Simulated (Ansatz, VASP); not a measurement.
## Two plane-wave programs on BiP

```xyz
2
Lattice="3.5738 0.0000 0.0000 0.0000 3.5738 0.0000 0.0000 0.0000 3.5738" Properties=species:S:1:pos:R:3 pbc="T T T"
Bi    0.0000    0.0000    0.0000
P     1.7869    1.7869    1.7869
```

Alike in both runs: task single point; functional r2SCAN; k mesh 10 × 10 × 10; occupations gaussian, width 0.05 eV; no spin polarisation.

|  | VASP | Ansatz |
| --- | --- | --- |
| version | VASP 6.6.1 | Ansatz 0.2.0 |
| potentials or method | VASP PAW PBE potentials, release 64 (Bi_d, P), cutoff 520 eV | scalar-relativistic, plane waves, PAW |
| valence electrons in the cell | 20 | 20 |

|  | VASP | Ansatz | Ansatz less VASP |
| --- | --- | --- | --- |
| gap on the k mesh at the Fermi level (eV) | none | none | - |
| pressure (GPa) | 0.0 | 0.0 | 0.00 |

VASP's potentials were made for PBE, not for r2SCAN. A gap of «none» marks a metal or a gap that the smearing closes. The functional is the same, so the differences come from potentials, cutoffs and numerics.

Neither program's run includes spin-orbit coupling.
